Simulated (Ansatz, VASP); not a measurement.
# Ti3Al: VASP beside Ansatz

INCAR

```
SYSTEM = Ti3Al
ALGO = Fast ; EDIFF = 1E-7
ENCUT = 520 ; GGA = PS
ISIF = 2 ; ISMEAR = 0
LASPH = .True. ; LCHARG = .False.
LREAL = .False. ; LWAVE = .False.
NBANDS = 28 ; NELM = 80
PREC = Accurate ; SIGMA = 0.15
```

KPOINTS

```
k-points
0
Gamma
  15 15 6
  0 0 0
```

Contents of POSCAR:

```
Ti3Al
1.0
    2.8954756449      0.0000000000      0.0000000000
   -1.4477378224      2.5075554645      0.0000000000
    0.0000000000      0.0000000000      9.1383350122
Ti Al
3 1
Direct
    0.6666666667      0.3333333333      0.0000000000
    0.3333333333      0.6666666667      0.7457017510
    0.3333333333      0.6666666667      0.2542982490
    0.6666666667      0.3333333333      0.5000000000
```

Input for Ansatz:

```yaml
crystal:
  lattice:
    - [2.8954756449, 0.0, 0.0]
    - [-1.4477378224, 2.5075554645, 0.0]
    - [0.0, 0.0, 9.1383350122]
  atoms:
    - { symbol: Ti, position: [0.6666666667, 0.3333333333, 0.0] }
    - { symbol: Ti, position: [0.3333333333, 0.6666666667, 0.745701751] }
    - { symbol: Ti, position: [0.3333333333, 0.6666666667, 0.254298249] }
    - { symbol: Al, position: [0.6666666667, 0.3333333333, 0.5] }
basis:
  ecutwfc: 520.0
kpoints:
  mp_grid: { grid: [15, 15, 6] }
hamiltonian:
  xc: pbesol
  pseudopotentials: { kind: paw, azcp: { folder: soft_1 } }
scf:
  occupations: { method: gaussian, width: 0.15 }
output:
  forces: true
  stress: true
  eigenvalues: true
  write_density: true
  write_potential: true
  elf: true
  volumetric_format: npy
```

Alike in both runs: task single point; functional PBEsol; k mesh 15 × 15 × 6; occupations gaussian, width 0.15 eV; no spin polarisation.

|  | VASP | Ansatz |
| --- | --- | --- |
| version | VASP 6.6.1 | Ansatz 0.2.0 |
| potentials or method | VASP PAW PBE potentials, release 64 (Ti_sv, Al), cutoff 520 eV | scalar-relativistic, plane waves, PAW |
| valence electrons in the cell | 39 | 39 |

```tsv
	VASP	Ansatz	Ansatz less VASP
gap on the k mesh at the Fermi level (eV)	none	none	-
pressure (GPa)	-0.2	0.0	+0.12
traceless stress, the component that is largest in VASP (GPa)	0.67	0.62	-0.050
rms of the force components (eV/Å)	0.173	0.168	-0.0048
```

VASP's potentials were made for PBE, not for PBEsol, and Ansatz warns of the same on its side. Atom by atom the forces differ by 0.005 eV/Å (rms over components). A gap of «none» marks a metal or a gap that the smearing closes. The functional is the same, so the differences come from potentials, cutoffs and numerics.
